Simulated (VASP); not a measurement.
# Sc2Ta (P-3m1) in VASP: further runs

Runs on Sc2Ta. Level: PBE. Tasks: single point.

Everything below comes from runs of VASP 6.6.1. Logs are shortened: lines on timing, memory, paths and dates and some standing lists are left out, and cuts for length are marked.

## Step 1: The cell of the first run

It takes space group P-3m1 (No. 164, trigonal). The conventional cell has a = 4.914 Å, b = 4.914 Å, c = 6.142 Å, α = 90.00°, β = 90.00°, γ = 120.00°. Within 3.9 Å of Sc (site symmetry -3m) lie 6 Ta at 2.94 Å and 8 Sc at 3.07 to 3.53 Å. Within 3.8 Å of Sc (site symmetry 3m) lie 5 Ta at 2.85 to 3.29 Å and 9 Sc at 3.00 to 3.53 Å. Sc (site symmetry -3m) has 8 Sc at 3.00 to 3.07 Å and 6 Ta at 3.66 Å within 3.9 Å. Within 3.8 Å of Ta (site symmetry 3m) lie 11 Sc at 2.85 to 3.66 Å and 3 Ta at 3.21 Å.

## Step 2: Single point, PBE

INCAR reads:

```
SYSTEM = Sc2Ta
PREC = Accurate
ENCUT = 520
EDIFF = 1E-7
ISMEAR = 0
SIGMA = 0.1
LREAL = .False.
LASPH = .True.
NELM = 60
ALGO = Fast
ISIF = 2
LWAVE = .False.
LCHARG = .False.
GGA = PE
NBANDS = 42
```

KPOINTS reads:

```
Automatic mesh
0
Gamma
  6 6 4
  0 0 0
```

POSCAR reads:

```
Sc2Ta
1.0
    4.9141595108      0.0000000028      0.0000000000
   -2.4570797579      4.2557869732      0.0000000000
    0.0000000000      0.0000000000      6.1421427025
Sc Ta
4 2
Direct
    0.0000000000      0.0000000000      0.5000000000
    0.3333333333      0.6666666667      0.1583357240
    0.0000000000      0.0000000000      0.0000000000
    0.6666666667      0.3333333333      0.8416642760
    0.3333333333      0.6666666667      0.6227578161
    0.6666666667      0.3333333333      0.3772421839
```

Potentials or basis: VASP PAW PBE potentials, release 64 (Sc_sv, Ta_pv).

Started as:

```sh
$ cat potpaw_PBE.64/Sc_sv/POTCAR potpaw_PBE.64/Ta_pv/POTCAR > POTCAR
$ mpirun -np 1 vasp_std > vasp.out
```

OUTCAR:

```text
SYSTEM = Sc2Ta
   PREC = Accurate
   ENCUT = 520
   EDIFF = 1E-7
   ISMEAR = 0
   LREAL = .False.
   LASPH = .True.
   NELM = 60
   ISIF = 2
   GGA = PE

 ion  position               nearest neighbor table
   1  0.000  0.000  0.500-   5 2.94   6 2.94   6 2.94   5 2.94   6 2.94   5 2.94   3 3.07   3 3.07

   2  0.333  0.667  0.158-   5 2.85   3 3.00   3 3.00   3 3.00   6 3.14   6 3.14   6 3.14   5 3.29

   3  0.000  0.000  0.000-   2 3.00   4 3.00   4 3.00   2 3.00   4 3.00   2 3.00   1 3.07   1 3.07

   4  0.667  0.333  0.842-   6 2.85   3 3.00   3 3.00   3 3.00   5 3.14   5 3.14   5 3.14   6 3.29

   5  0.333  0.667  0.623-   2 2.85   1 2.94   1 2.94   1 2.94   4 3.14   4 3.14   4 3.14   6 3.21
                             6 3.21   6 3.21   2 3.29
   6  0.667  0.333  0.377-   4 2.85   1 2.94   1 2.94   1 2.94   2 3.14   2 3.14   2 3.14   5 3.21
                             5 3.21   5 3.21   4 3.29

  LATTYP: Found a hexagonal cell.
 ALAT       =     4.9141595108
 C/A-ratio  =     1.2498867180

  Lattice vectors:

 A1 = (   4.9141595108,   0.0000000028,   0.0000000000)
 A2 = (  -2.4570797579,   4.2557869732,   0.0000000000)
 A3 = (   0.0000000000,   0.0000000000,   6.1421427025)

Analysis of symmetry for initial positions (statically):
=====================================================================
 Subroutine PRICEL returns:
 Original cell was already a primitive cell.

 Routine SETGRP: Setting up the symmetry group for a
 hexagonal supercell.

 Subroutine GETGRP returns: Found 12 space group operations
 (whereof 12 operations were pure point group operations)
 out of a pool of 24 trial point group operations.

The static configuration has the point symmetry D_3d.

Analysis of symmetry for dynamics (positions and initial velocities):
=====================================================================
 Subroutine PRICEL returns:
 Original cell was already a primitive cell.

 Routine SETGRP: Setting up the symmetry group for a
 hexagonal supercell.

 Subroutine GETGRP returns: Found 12 space group operations
 (whereof 12 operations were pure point group operations)
 out of a pool of 24 trial point group operations.

The dynamic configuration has the point symmetry D_3d.

 Subroutine INISYM returns: Found 12 space group operations
 (whereof 12 operations are pure point group operations),
 and found     1 'primitive' translations

----------------------------------------------------------------------------------------

                                     Primitive cell

  volume of cell :     128.4544

  direct lattice vectors                    reciprocal lattice vectors
     4.914159511  0.000000003  0.000000000     0.203493598  0.117487084  0.000000000
    -2.457079758  4.255786973  0.000000000    -0.000000000  0.234974167  0.000000000
     0.000000000  0.000000000  6.142142703     0.000000000  0.000000000  0.162809633

  length of vectors
     4.914159511  4.914159511  6.142142703     0.234974167  0.234974167  0.162809633

  position of ions in fractional coordinates (direct lattice)
     0.000000000  0.000000000  0.500000000
     0.333333333  0.666666667  0.158335724
     0.000000000  0.000000000  0.000000000
     0.666666667  0.333333333  0.841664276
     0.333333333  0.666666667  0.622757816
     0.666666667  0.333333333  0.377242184

  ion indices of the primitive-cell ions
   primitive index   ion index
                 1           1
                 2           2
                 3           3
                 4           4
                 5           5
                 6           6

----------------------------------------------------------------------------------------

 KPOINTS: Automatic mesh

Automatic generation of k-mesh.
 Grid dimensions read from file:
 generate k-points for:    6    6    4

 Generating k-lattice:

  Cartesian coordinates                     Fractional coordinates (reciprocal lattice)
     0.033915600  0.019581181  0.000000000     0.166666667  0.000000000  0.000000000
    -0.000000000  0.039162361  0.000000000     0.000000000  0.166666667  0.000000000
     0.000000000  0.000000000  0.040702408     0.000000000  0.000000000  0.250000000

  Length of vectors
     0.039162361  0.039162361  0.040702408

  Shift w.r.t. Gamma in fractional coordinates (k-lattice)
     0.000000000  0.000000000  0.000000000

 Subroutine IBZKPT returns following result:
 ===========================================

 Found     24 irreducible k-points:

 Following reciprocal coordinates:
            Coordinates               Weight
  0.000000  0.000000  0.000000      1.000000
  0.166667 -0.000000  0.000000      6.000000
  0.333333 -0.000000  0.000000      6.000000
  0.500000 -0.000000  0.000000      3.000000
  0.166667  0.166667  0.000000      6.000000
  0.333333  0.166667  0.000000     12.000000
[... 16 lines left out ...]
  0.333333  0.166667  0.500000     12.000000
  0.333333  0.333333  0.500000      2.000000
   k-points           NKPTS =     24   k-points in BZ     NKDIM =     24   number of bands    NBANDS=     42
   number of dos      NEDOS =    301   number of ions     NIONS =      6
   total plane-waves  NPLWV =  76800
   dimension x,y,z NGX =    40 NGY =   40 NGZ =   48
   dimension x,y,z NGXF=    80 NGYF=   80 NGZF=   96
   ions per type =               4   2
   NGX,Y,Z   is equivalent  to a cutoff of  13.53, 13.53, 12.99 a.u.
   NGXF,Y,Z  is equivalent  to a cutoff of  27.06, 27.06, 25.98 a.u.
 SYSTEM =  Sc2Ta
   PREC   = accura    normal or accurate (medium, high low for compatibility)
   ISTART =      0    job   : 0-new  1-cont  2-samecut
   ICHARG =      2    charge: 1-file 2-atom 10-const
   ISPIN  =      1    spin polarized calculation?
   LNONCOLLINEAR =      F non collinear calculations
   LSORBIT =      F    spin-orbit coupling
   LASPH  =      T    aspherical Exc in radial PAW
   ENCUT  =  520.0 eV  38.22 Ry    6.18 a.u.   9.14  9.14 11.42*2*pi/ulx,y,z
   NELM   =     60;   NELMIN=  2; NELMDL= -5     # of ELM steps
   EDIFF  = 0.1E-06   stopping-criterion for ELM
   LREAL  =      F    real-space projection
   EDIFFG = 0.1E-05   stopping-criterion for IOM
   NSW    =      0    number of steps for IOM
   IBRION =     -1    ionic relax: 0-MD 1-quasi-New 2-CG
   NFREE  =      0    steps in history (QN), initial steepest desc. (CG)
   ISIF   =      2    stress and relaxation
   ISYM   =      2    0-nonsym 1-usesym 2-fastsym
   POTIM  = 0.5000    time-step for ionic-motion
   TEBEG  =    0.0;   TEEND  =   0.0 temperature during run
   PSTRESS=    0.0 pullay stress
   NELECT =      66.0000    total number of electrons
   NUPDOWN=      -1.0000    fix difference up-down
   EMIN   =  10.00;   EMAX   =-10.00  energy-range for DOS
   EFERMI =   0.00;   METHOD = LEGACY
   ISMEAR =     0;   SIGMA  =   0.10  broadening in eV -4-tet -1-fermi 0-gaus
   EFERMI_NEDOS =   21; number of points for ismear=-14 and -15
   IALGO  =     68    algorithm
   IMIX   =      4    mixing-type and parameters
     AMIX     =   0.40;   BMIX     =  1.00
     AMIX_MAG =   1.60;   BMIX_MAG =  1.00
  volume/ion in A,a.u.               =      21.41       144.48
  Fermi-wavevector in a.u.,A,eV,Ry     =   1.311213  2.477833 23.392206  1.719279
  Thomas-Fermi vector in A             =   2.441690
   LORBIT       =      0    0 simple, 1 ext, 2 COOP (PROOUT), +10 PAW based schemes
   GGA     = PE    functional components
   LHFCALC =     F    Hartree Fock is set to
   AEXX    =    0.0000 exact exchange contribution
   IVDW    =     0    specifies the selected vdW correction
   LEPSILON=     F    determine dielectric tensor
   LRPA    =     F    only Hartree local field effects (RPA)
 non-spin polarized calculation
 RMM-DIIS sequential band-by-band and
 Gauss-broadening in eV      SIGMA  =   0.10
  energy-cutoff  :      520.00
  volume of cell :      128.45
 maximum number of plane-waves:      3478
 NGX is ok and might be reduce to    40
   NGX = 19   NGY = 19   NGZ = 23

 number of electron      66.0000001 magnetization

 Free energy of the ion-electron system (eV)
  ---------------------------------------------------
  ext. energy  EPLUGINS =         0.00000000
  ---------------------------------------------------
  free energy    TOTEN  =       -46.83747675 eV

  energy without entropy =      -46.78581186  energy(sigma->0) =      -46.81164431

 E-fermi :   4.4857     XC(G=0): -10.8815

 val. band max:        4.4729324744   @ k =  -0.1667   0.5000   0.2500
 cond. band min:       4.4868355139   @ k =   0.3333   0.3333   0.2500
 fundamental gap:      0.0139030395
 Fermi energy:         4.4856791647

 k-point     1 :       0.0000    0.0000    0.0000
  band No.  band energies     occupation
      1     -45.0794      2.00000
      2     -44.5146      2.00000
      3     -44.5045      2.00000
      4     -44.2041      2.00000
      5     -29.7087      2.00000
      6     -29.7087      2.00000
[... 34 lines left out ...]
     41       7.4238      0.00000
     42       7.5095      0.00000

 k-point     2 :       0.1667   -0.0000    0.0000
  band No.  band energies     occupation
      1     -45.0781      2.00000
      2     -44.5149      2.00000
      3     -44.5054      2.00000
      4     -44.2042      2.00000
      5     -29.7160      2.00000
      6     -29.7147      2.00000
[... 34 lines left out ...]
     41       7.2506      0.00000
     42       7.4095      0.00000

 k-point     3 :       0.3333   -0.0000    0.0000
  band No.  band energies     occupation
      1     -45.0755      2.00000
      2     -44.5153      2.00000
      3     -44.5077      2.00000
      4     -44.2046      2.00000
      5     -29.7255      2.00000
      6     -29.7241      2.00000
[... 34 lines left out ...]
     41       6.9491      0.00000
     42       7.0432      0.00000

 k-point     4 :       0.5000   -0.0000    0.0000
  band No.  band energies     occupation
      1     -45.0743      2.00000
      2     -44.5152      2.00000
      3     -44.5091      2.00000
      4     -44.2047      2.00000
      5     -29.7305      2.00000
      6     -29.7246      2.00000
[... 844 lines left out ...]
     41       6.4456      0.00000
     42       6.7918      0.00000

 k-point    23 :       0.3333    0.1667    0.5000
  band No.  band energies     occupation
      1     -45.0738      2.00000
      2     -44.5149      2.00000
      3     -44.5097      2.00000
      4     -44.2053      2.00000
      5     -29.7276      2.00000
      6     -29.7229      2.00000
[... 34 lines left out ...]
     41       6.5819      0.00000
     42       7.2130      0.00000

 k-point    24 :       0.3333    0.3333    0.5000
  band No.  band energies     occupation
      1     -45.0732      2.00000
      2     -44.5126      2.00000
      3     -44.5126      2.00000
      4     -44.2054      2.00000
      5     -29.7271      2.00000
      6     -29.7171      2.00000
[... 34 lines left out ...]
     41       6.8190      0.00000
     42       6.9598      0.00000

------------------------ aborting loop because EDIFF is reached ----------------------------------------

  FORCE on cell =-STRESS in cart. coord.  units (eV):
  Direction    XX          YY          ZZ          XY          YZ          ZX
  --------------------------------------------------------------------------------------
  -------------------------------------------------------------------------------------
  Total        0.0492492      0.0492492      0.0682089     -0.0000000      0.0000000     -0.0000000
  in kB        0.6142723      0.6142723      0.8507517     -0.0000000      0.0000000     -0.0000000
  external PRESSURE =       0.6930988 kB  Pullay stress =       0.0000000 kB

 VOLUME and BASIS-vectors are now :
 -----------------------------------------------------------------------------
  energy-cutoff  :      520.00
  volume of cell :      128.45
      direct lattice vectors                 reciprocal lattice vectors
     4.914159511  0.000000003  0.000000000     0.203493598  0.117487084  0.000000000
    -2.457079758  4.255786973  0.000000000    -0.000000000  0.234974167  0.000000000
     0.000000000  0.000000000  6.142142703     0.000000000  0.000000000  0.162809633

 POSITION                                       TOTAL-FORCE (eV/Angst)
 -----------------------------------------------------------------------------------
      0.00000      0.00000      3.07107         0.000000      0.000000      0.000000
     -0.00000      2.83719      0.97252        -0.000000      0.000000      0.012109
      0.00000      0.00000      0.00000         0.000000      0.000000      0.000000
      2.45708      1.41860      5.16962        -0.000000     -0.000000     -0.012109
     -0.00000      2.83719      3.82507        -0.000000      0.000000     -0.001233
      2.45708      1.41860      2.31708         0.000000     -0.000000      0.001233
 -----------------------------------------------------------------------------------
    total drift:                               -0.000000     -0.000000     -0.000000

  FREE ENERGIE OF THE ION-ELECTRON SYSTEM (eV)
  ---------------------------------------------------
  free  energy   TOTEN  =       -46.8374767521 eV

  energy  without entropy=      -46.7858118631  energy(sigma->0) =      -46.81164431
```

Run time: 7.6 min. Hardware: 1 thread of Intel Xeon 8259CL, shared host; peak memory 0.32 GiB.

Results:

```yaml
Free_energy: -46.8375 eV
Pressure: 0.1 GPa
Largest_force: 0.012 eV/Å
Band_gap_on_the_k_mesh: zero (bands 33 and 34 overlap by 0.54 eV)
```

Forces on the atoms (eV/Å):
```
Sc   0.000  0.000  0.000
Sc   0.000  0.000  0.012
Sc   0.000  0.000  0.000
Sc   0.000  0.000 -0.012
Ta   0.000  0.000 -0.001
Ta   0.000  0.000  0.001
```

Levels at points of the mesh, in eV from the Fermi level:
| k point | band 30 | band 31 | band 32 | band 33 | band 34 | band 35 | band 36 | band 37 |
| --- | --- | --- | --- | --- | --- | --- | --- | --- |
| (0.00, 0.00, 0.00) | -1.19 | -0.31 | -0.31 | -0.31 | -0.31 | -0.29 | 0.23 | 0.23 |
| (0.50, 0.00, 0.00) | -0.90 | -0.36 | -0.15 | 0.11 | 0.33 | 0.36 | 0.43 | 0.50 |
| (0.00, 0.00, 0.50) | -0.90 | -0.90 | -0.27 | -0.10 | -0.10 | 0.63 | 0.63 | 1.04 |
| (0.50, 0.00, 0.50) | -0.58 | -0.50 | -0.15 | -0.03 | -0.03 | 0.08 | 0.13 | 0.37 |

Caveat: spin-orbit coupling is left out, which moves the levels of the heavy elements.

## Step 3: Single point, PBE

This run uses another cell than the first one, of 21.99 Å³/atom.

INCAR reads:

```
  PREC = Accurate
  ENCUT = 520
  EDIFF = 1E-6
  ISMEAR = 0
  SIGMA = 0.1
  LREAL = False
  LASPH = True
  NELM = 80
  ALGO = Fast
  ISIF = 2
  LWAVE = False
  LCHARG = True
  GGA = PE
  LELF = True
  LVHAR = True
  NBANDS = 42
```

KPOINTS reads:

```
regular mesh
0
Gamma
  6 6 4
```

POSCAR reads:

```
Sc2Ta
1.0
    4.9917765900      0.0000000000      0.0000000000
   -2.4958883000      4.3230053400      0.0000000000
    0.0000000000      0.0000000000      6.1136527800
Sc Ta
4 2
Direct
    0.0000000000      0.0000000000      0.5000000000
    0.3333333300      0.6666666700      0.1666666700
    0.0000000000      0.0000000000      0.0000000000
    0.6666666700      0.3333333300      0.8333333300
    0.3333333300      0.6666666700      0.6666666700
    0.6666666700      0.3333333300      0.3333333300
```

Potentials or basis: VASP PAW PBE potentials, release 64 (Sc_sv, Ta_pv).

Started as:

```sh
$ cat potpaw_PBE.64/Sc_sv/POTCAR potpaw_PBE.64/Ta_pv/POTCAR > POTCAR
$ mpirun -np 1 vasp_std > vasp.out
```

It took 6.8 min on 1 thread of Intel Xeon 8259CL, shared host; peak memory 0.32 GiB.

It converged, with:

| Quantity | Value |
| --- | --- |
| Free energy | -46.4647 eV |
| Pressure | -2.6 GPa |
| Largest force | 0.970 eV/Å |
| Band gap on the k mesh | zero (bands 33 and 34 overlap by 0.39 eV) |

Forces on the atoms (eV/Å):
```
Sc   0.000  0.000  0.000
Sc   0.000  0.000  0.379
Sc   0.000  0.000  0.000
Sc   0.000  0.000 -0.379
Ta   0.000  0.000 -0.970
Ta   0.000  0.000  0.970
```

Stress tensor (GPa, compression positive):
```
-2.71  0.00  0.00
 0.00 -2.71  0.00
 0.00  0.00 -2.45
```

Levels at points of the mesh, in eV from the Fermi level:
```
           k point  band 30  band 31  band 32  band 33  band 34  band 35  band 36  band 37
(0.00, 0.00, 0.00)    -0.89    -0.66    -0.39    -0.39    -0.29    -0.29    -0.06    -0.06
(0.50, 0.00, 0.00)    -0.68    -0.27    -0.25    -0.01     0.19     0.38     0.60     0.74
(0.00, 0.00, 0.50)    -0.93    -0.93    -0.08    -0.08    -0.08     0.47     0.47     0.99
(0.50, 0.00, 0.50)    -0.52    -0.28    -0.17    -0.14    -0.06     0.09     0.19     0.23
```

Caveat: spin-orbit coupling is left out, which moves the levels of the heavy elements.

## Step 4: Single point, PBE

INCAR reads:

```
PREC = Accurate
ENCUT = 520
EDIFF = 1E-7
ISMEAR = 0
SIGMA = 0.1
LREAL = F
LASPH = T
NELM = 100
ALGO = Fast
ISIF = 2
LWAVE = F
LCHARG = T
GGA = PE
LELF = T
LVHAR = T
NBANDS = 42
```

KPOINTS reads:

```
regular mesh
0
Gamma
  12 12 6
```

POSCAR reads:

```
Sc2Ta
1.0
    4.9169352322      0.0000000000      0.0000000000
   -2.4584676161      4.2581908198      0.0000000000
    0.0000000000      0.0000000000      6.1361432988
Sc Ta
4 2
Direct
    0.0000000000      0.0000000000      0.5000000000
    0.3333333333      0.6666666667      0.1581267911
    0.0000000000      0.0000000000      0.0000000000
    0.6666666667      0.3333333333      0.8418732089
    0.3333333333      0.6666666667      0.6221098702
    0.6666666667      0.3333333333      0.3778901298
```

Started as:

```sh
$ cat potpaw_PBE.64/Sc_sv/POTCAR potpaw_PBE.64/Ta_pv/POTCAR > POTCAR
$ mpirun -np 1 vasp_std > vasp.out
```

It took 25 min on 1 thread of Intel Xeon 8259CL, shared host; peak memory 0.57 GiB.

The run converged. Its results:

```
Free energy            : -46.8471 eV
Pressure               : 0.1 GPa
Largest force          : 0.007 eV/Å
Band gap on the k mesh : zero (bands 33 and 34 overlap by 0.54 eV)
```

Forces on the atoms (eV/Å):
```
Sc   0.000  0.000  0.000
Sc   0.000  0.000 -0.003
Sc   0.000  0.000  0.000
Sc   0.000  0.000  0.003
Ta   0.000  0.000  0.007
Ta   0.000  0.000 -0.007
```

Levels at points of the mesh, in eV from the Fermi level:
| k point | band 31 | band 32 | band 33 | band 34 | band 35 | band 36 |
| --- | --- | --- | --- | --- | --- | --- |
| (0.00, 0.00, 0.00) | -0.31 | -0.31 | -0.31 | -0.31 | -0.28 | 0.23 |
| (0.50, 0.00, 0.00) | -0.36 | -0.14 | 0.11 | 0.33 | 0.36 | 0.43 |
| (0.00, 0.00, 0.50) | -0.89 | -0.26 | -0.10 | -0.10 | 0.64 | 0.64 |
| (0.50, 0.00, 0.50) | -0.50 | -0.15 | -0.03 | -0.02 | 0.09 | 0.13 |

Caveat: spin-orbit coupling is left out, which moves the levels of the heavy elements.

## Step 5: Summary

| cell | k mesh | further INCAR settings | gap on the mesh (eV) | pressure (GPa) | largest force (eV/Å) |
| --- | --- | --- | --- | --- | --- |
| a = 4.914, b = 4.914, c = 6.142 Å, angles 90.0, 90.0, 120.0°, 6 atoms, atomic positions A | 6 × 6 × 4 | ALGO = Fast; EDIFF = 1e-07; NBANDS = 42 | none | 0.1 | 0.01 |
| a = 4.992, b = 4.992, c = 6.114 Å, angles 90.0, 90.0, 120.0°, 6 atoms, atomic positions B | 6 × 6 × 4 | ALGO = Fast; EDIFF = 1e-06; NBANDS = 42 | none | -2.6 | 0.97 |
| a = 4.917, b = 4.917, c = 6.136 Å, angles 90.0, 90.0, 120.0°, 6 atoms, atomic positions A | 12 × 12 × 6 | ALGO = Fast; EDIFF = 1e-07; NBANDS = 42 | none | 0.1 | 0.01 |

Alike in all rows: task single point; level PBE; potentials or basis VASP PAW PBE potentials, release 64 (Sc_sv, Ta_pv); no spin polarisation; cutoff (eV) 520; smearing gaussian 0.1 eV.

Caveats: spin-orbit coupling is left out, which moves the levels of the heavy elements.

Absolute energies hang on the potentials; compare differences alone.
